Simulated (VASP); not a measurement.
# Al3Cu (P4/mmm) in VASP: a series of runs

The runs below take Al3Cu through single point, with r2SCAN.

Everything below comes from runs of VASP 6.6.1. Logs are shortened: lines on timing, memory, paths and dates and some standing lists are left out, and cuts for length are marked.

### 1 The cell of the first run

Symmetry: P4/mmm, No. 123, tetragonal system. The conventional cell has a = 2.778 Å, b = 2.778 Å, c = 7.513 Å, α = 90.00°, β = 90.00°, γ = 90.00°. Within 4.0 Å of Al (site symmetry 4/mmm) lie 16 Al at 2.78 to 3.93 Å and 2 Cu at 3.76 Å. Within 3.4 Å of Al (site symmetry 4mm) lie 4 Cu at 2.60 Å and 9 Al at 2.78 to 3.40 Å. Cu (site symmetry 4/mmm) has 8 Al at 2.60 Å and 4 Cu at 2.78 Å within 3.4 Å.

### 2 Single point, r2SCAN

The input, POSCAR:

```
Al3Cu
1.0
    2.7784054294      0.0000000000      0.0000000000
    0.0000000000      2.7784054294      0.0000000000
    0.0000000000      0.0000000000      7.5134034100
Al Cu
3 1
Direct
    0.0000000000      0.0000000000      0.5000000000
    0.5000000000      0.5000000000      0.2261155100
    0.5000000000      0.5000000000      0.7738844900
    0.0000000000      0.0000000000      0.0000000000
```

The input, INCAR.step1:

```
PREC = Accurate
ENCUT = 520
ISMEAR = 0
SIGMA = 0.1
LREAL = False
LASPH = True
NELM = 60
NBANDS = 18
GGA = PE
ALGO = Normal
EDIFF = 1E-4
LWAVE = True
LCHARG = False
```

The input, INCAR.step2:

```
PREC = Accurate
ENCUT = 520
EDIFF = 1E-7
ISMEAR = 0
SIGMA = 0.1
LREAL = False
LASPH = True
NELM = 60
ALGO = Normal
ISIF = 2
LWAVE = False
LCHARG = False
METAGGA = R2SCAN
LMIXTAU = True
NBANDS = 18
ISTART = 1
```

The input, KPOINTS:

```
Automatic mesh
0
Gamma
  2 2 1
```

Potentials or basis: VASP PAW PBE potentials, release 64 (Al, Cu).

Run with:

```
$ cat potpaw_PBE.64/Al/POTCAR potpaw_PBE.64/Cu/POTCAR > POTCAR
$ cp INCAR.step1 INCAR
$ mpirun -np 1 vasp_std > vasp.out
$ cp INCAR.step2 INCAR
$ mpirun -np 1 vasp_std > vasp.out
```

OUTCAR:

```text
PREC = Accurate
   ENCUT = 520
   EDIFF = 1E-7
   ISMEAR = 0
   LREAL = False
   LASPH = True
   NELM = 60
   ISIF = 2
   METAGGA = R2SCAN
   ISTART = 1

 ion  position               nearest neighbor table
   1  0.000  0.000  0.500-   2 2.85   3 2.85   2 2.85   3 2.85   2 2.85   3 2.85   2 2.85   3 2.85

   2  0.500  0.500  0.226-   4 2.60   4 2.60   4 2.60   4 2.60   1 2.85   1 2.85   1 2.85   1 2.85

   3  0.500  0.500  0.774-   4 2.60   4 2.60   4 2.60   4 2.60   1 2.85   1 2.85   1 2.85   1 2.85

   4  0.000  0.000  0.000-   2 2.60   3 2.60   2 2.60   3 2.60   2 2.60   3 2.60   2 2.60   3 2.60

  LATTYP: Found a simple tetragonal cell.
 ALAT       =     2.7784054294
 C/A-ratio  =     2.7042141980

  Lattice vectors:

 A1 = (   2.7784054294,   0.0000000000,   0.0000000000)
 A2 = (   0.0000000000,   2.7784054294,   0.0000000000)
 A3 = (   0.0000000000,   0.0000000000,   7.5134034100)

Analysis of symmetry for initial positions (statically):
=====================================================================
 Subroutine PRICEL returns:
 Original cell was already a primitive cell.

 Routine SETGRP: Setting up the symmetry group for a
 simple tetragonal supercell.

 Subroutine GETGRP returns: Found 16 space group operations
 (whereof 16 operations were pure point group operations)
 out of a pool of 16 trial point group operations.

The static configuration has the point symmetry D_4h.

Analysis of symmetry for dynamics (positions and initial velocities):
=====================================================================
 Subroutine PRICEL returns:
 Original cell was already a primitive cell.

 Routine SETGRP: Setting up the symmetry group for a
 simple tetragonal supercell.

 Subroutine GETGRP returns: Found 16 space group operations
 (whereof 16 operations were pure point group operations)
 out of a pool of 16 trial point group operations.

The dynamic configuration has the point symmetry D_4h.

 Subroutine INISYM returns: Found 16 space group operations
 (whereof 16 operations are pure point group operations),
 and found     1 'primitive' translations

----------------------------------------------------------------------------------------

                                     Primitive cell

  volume of cell :      58.0000

  direct lattice vectors                    reciprocal lattice vectors
     2.778405429  0.000000000  0.000000000     0.359918675  0.000000000  0.000000000
     0.000000000  2.778405429  0.000000000     0.000000000  0.359918675  0.000000000
     0.000000000  0.000000000  7.513403410     0.000000000  0.000000000  0.133095476

  length of vectors
     2.778405429  2.778405429  7.513403410     0.359918675  0.359918675  0.133095476

  position of ions in fractional coordinates (direct lattice)
     0.000000000  0.000000000  0.500000000
     0.500000000  0.500000000  0.226115510
     0.500000000  0.500000000  0.773884490
     0.000000000  0.000000000  0.000000000

  ion indices of the primitive-cell ions
   primitive index   ion index
                 1           1
                 2           2
                 3           3
                 4           4

----------------------------------------------------------------------------------------

 KPOINTS: Automatic mesh

Automatic generation of k-mesh.
 Grid dimensions read from file:
 generate k-points for:    2    2    1

 Generating k-lattice:

  Cartesian coordinates                     Fractional coordinates (reciprocal lattice)
     0.179959337  0.000000000  0.000000000     0.500000000  0.000000000  0.000000000
     0.000000000  0.179959337  0.000000000     0.000000000  0.500000000  0.000000000
     0.000000000  0.000000000  0.133095476     0.000000000  0.000000000  1.000000000

  Length of vectors
     0.179959337  0.179959337  0.133095476

  Shift w.r.t. Gamma in fractional coordinates (k-lattice)
     0.000000000  0.000000000  0.000000000

 Subroutine IBZKPT returns following result:
 ===========================================

 Found      3 irreducible k-points:

 Following reciprocal coordinates:
            Coordinates               Weight
  0.000000  0.000000  0.000000      1.000000
  0.500000  0.000000  0.000000      2.000000
  0.500000  0.500000  0.000000      1.000000
   k-points           NKPTS =      3   k-points in BZ     NKDIM =      3   number of bands    NBANDS=     18
   number of dos      NEDOS =    301   number of ions     NIONS =      4
   total plane-waves  NPLWV =  32256
   dimension x,y,z NGX =    24 NGY =   24 NGZ =   56
   dimension x,y,z NGXF=    48 NGYF=   48 NGZF=  112
   ions per type =               3   1
   NGX,Y,Z   is equivalent  to a cutoff of  14.36, 14.36, 12.39 a.u.
   NGXF,Y,Z  is equivalent  to a cutoff of  28.72, 28.72, 24.78 a.u.
 SYSTEM =  unknown system
   PREC   = accura    normal or accurate (medium, high low for compatibility)
   ISTART =      1    job   : 0-new  1-cont  2-samecut
   ICHARG =      0    charge: 1-file 2-atom 10-const
   ISPIN  =      1    spin polarized calculation?
   LNONCOLLINEAR =      F non collinear calculations
   LSORBIT =      F    spin-orbit coupling
   LASPH  =      T    aspherical Exc in radial PAW
   ENCUT  =  520.0 eV  38.22 Ry    6.18 a.u.   5.17  5.17 13.97*2*pi/ulx,y,z
   NELM   =     60;   NELMIN=  2; NELMDL=  0     # of ELM steps
   EDIFF  = 0.1E-06   stopping-criterion for ELM
   LREAL  =      F    real-space projection
   EDIFFG = 0.1E-05   stopping-criterion for IOM
   NSW    =      0    number of steps for IOM
   IBRION =     -1    ionic relax: 0-MD 1-quasi-New 2-CG
   NFREE  =      0    steps in history (QN), initial steepest desc. (CG)
   ISIF   =      2    stress and relaxation
   ISYM   =      2    0-nonsym 1-usesym 2-fastsym
   POTIM  = 0.5000    time-step for ionic-motion
   TEBEG  =    0.0;   TEEND  =   0.0 temperature during run
   PSTRESS=    0.0 pullay stress
   NELECT =      20.0000    total number of electrons
   NUPDOWN=      -1.0000    fix difference up-down
   EMIN   =  10.00;   EMAX   =-10.00  energy-range for DOS
   EFERMI =   0.00;   METHOD = LEGACY
   ISMEAR =     0;   SIGMA  =   0.10  broadening in eV -4-tet -1-fermi 0-gaus
   EFERMI_NEDOS =   21; number of points for ismear=-14 and -15
   IALGO  =     38    algorithm
   IMIX   =      4    mixing-type and parameters
     AMIX     =   0.40;   BMIX     =  1.00
     AMIX_MAG =   1.60;   BMIX_MAG =  1.00
  volume/ion in A,a.u.               =      14.50        97.85
  Fermi-wavevector in a.u.,A,eV,Ry     =   1.148001  2.169407 17.931197  1.317906
  Thomas-Fermi vector in A             =   2.284678
   LORBIT       =      0    0 simple, 1 ext, 2 COOP (PROOUT), +10 PAW based schemes
   METAGGA = R2SCAN    functional components
   LHFCALC =     F    Hartree Fock is set to
   AEXX    =    0.0000 exact exchange contribution
   IVDW    =     0    specifies the selected vdW correction
   LEPSILON=     F    determine dielectric tensor
   LRPA    =     F    only Hartree local field effects (RPA)
 non-spin polarized calculation
 Gauss-broadening in eV      SIGMA  =   0.10
  energy-cutoff  :      520.00
  volume of cell :       58.00
 maximum number of plane-waves:      1576
 NGX is ok and might be reduce to    24
   NGX = 11   NGY = 11   NGZ = 27

 number of electron      20.0000015 magnetization

 Free energy of the ion-electron system (eV)
  ---------------------------------------------------
  ext. energy  EPLUGINS =         0.00000000
  ---------------------------------------------------
  free energy    TOTEN  =       -31.58788691 eV

  energy without entropy =      -31.58787583  energy(sigma->0) =      -31.58788137

 E-fermi :   8.4607     XC(G=0): -11.7230

 val. band max:        8.1714208981   @ k =   0.5000   0.5000   0.0000
 cond. band min:       8.7528061520   @ k =   0.5000   0.5000   0.0000
 fundamental gap:      0.5813852540
 Fermi energy:         8.4606608897

 k-point     1 :       0.0000    0.0000    0.0000
  band No.  band energies     occupation
      1      -3.3807      2.00000
      2      -0.8380      2.00000
      3      -0.3879      2.00000
      4       3.8749      2.00000
      5       3.9151      2.00000
      6       4.7657      2.00000
      7       4.7657      2.00000
      8       5.2324      2.00000
      9       6.7083      2.00000
     10       9.3637      0.00000
     11      15.1754      0.00000
     12      15.6354      0.00000
     13      15.6354      0.00000
     14      16.7750      0.00000
     15      18.1659      0.00000
     16      18.1659      0.00000
     17      18.3515      0.00000
     18      18.3515      0.00000

 k-point     2 :       0.5000    0.0000    0.0000
  band No.  band energies     occupation
      1       1.3918      2.00000
      2       1.6530      2.00000
      3       2.5804      2.00000
      4       3.7539      2.00000
      5       3.7648      2.00000
      6       4.2339      2.00000
      7       4.7379      2.00000
      8       4.7548      2.00000
      9       4.8727      2.00000
     10       6.1687      2.00000
     11       6.6153      2.00000
     12      11.4459      0.00000
     13      12.7074      0.00000
     14      13.1124      0.00000
     15      14.3101      0.00000
     16      20.0428      0.00000
     17      20.3393      0.00000
     18      21.5988      0.00000

 k-point     3 :       0.5000    0.5000    0.0000
  band No.  band energies     occupation
      1       2.9386      2.00000
      2       3.6614      2.00000
      3       3.6614      2.00000
      4       4.4384      2.00000
      5       5.5626      2.00000
      6       5.7872      2.00000
      7       5.7872      2.00000
      8       8.1650      1.99997
      9       8.1714      1.99996
     10       8.7528      0.00004
     11       8.7528      0.00004
     12       9.0219      0.00000
     13       9.0219      0.00000
     14       9.1293      0.00000
     15      11.1469      0.00000
     16      11.5876      0.00000
     17      12.4345      0.00000
     18      16.2687      0.00000

------------------------ aborting loop because EDIFF is reached ----------------------------------------

  FORCE on cell =-STRESS in cart. coord.  units (eV):
  Direction    XX          YY          ZZ          XY          YZ          ZX
  --------------------------------------------------------------------------------------
  -------------------------------------------------------------------------------------
  Total        5.3652952      5.3652952     -6.8231814      0.0000000      0.0000000     -0.0000000
  in kB      148.2095731    148.2095731   -188.4818592      0.0000000      0.0000000     -0.0000000
  external PRESSURE =      35.9790957 kB  Pullay stress =       0.0000000 kB

 VOLUME and BASIS-vectors are now :
 -----------------------------------------------------------------------------
  energy-cutoff  :      520.00
  volume of cell :       58.00
      direct lattice vectors                 reciprocal lattice vectors
     2.778405429  0.000000000  0.000000000     0.359918675  0.000000000  0.000000000
     0.000000000  2.778405429  0.000000000     0.000000000  0.359918675  0.000000000
     0.000000000  0.000000000  7.513403410     0.000000000  0.000000000  0.133095476

 POSITION                                       TOTAL-FORCE (eV/Angst)
 -----------------------------------------------------------------------------------
      0.00000      0.00000      3.75670         0.000000      0.000000      0.000000
      1.38920      1.38920      1.69890        -0.000000      0.000000      0.578218
      1.38920      1.38920      5.81451         0.000000     -0.000000     -0.578218
      0.00000      0.00000      0.00000         0.000000      0.000000      0.000000
 -----------------------------------------------------------------------------------
    total drift:                                0.000000      0.000000     -0.000000

  FREE ENERGIE OF THE ION-ELECTRON SYSTEM (eV)
  ---------------------------------------------------
  free  energy   TOTEN  =       -31.5878869081 eV

  energy  without entropy=      -31.5878758277  energy(sigma->0) =      -31.58788137
```

Run time: 52 s. Hardware: 1 thread of Intel Xeon 8259CL, shared host; peak memory 0.17 GiB.

What came out:

```
Free energy            : -31.5879 eV
Pressure               : 3.6 GPa
Largest force          : 0.578 eV/Å
Band gap on the k mesh : zero (bands 10 and 11 overlap by 2.75 eV)
```

Forces in eV/Å, atoms in the order of the input:
```
Al   0.000  0.000  0.000
Al   0.000  0.000  0.578
Al   0.000  0.000 -0.578
Cu   0.000  0.000  0.000
```

Caveat: the k points lie up to 1.13 Å⁻¹ apart, too coarse for converged energies and pressures of a metal; the PAW data sets were made with another functional, which shifts forces and pressure a little.

[end of part 1 of 2]
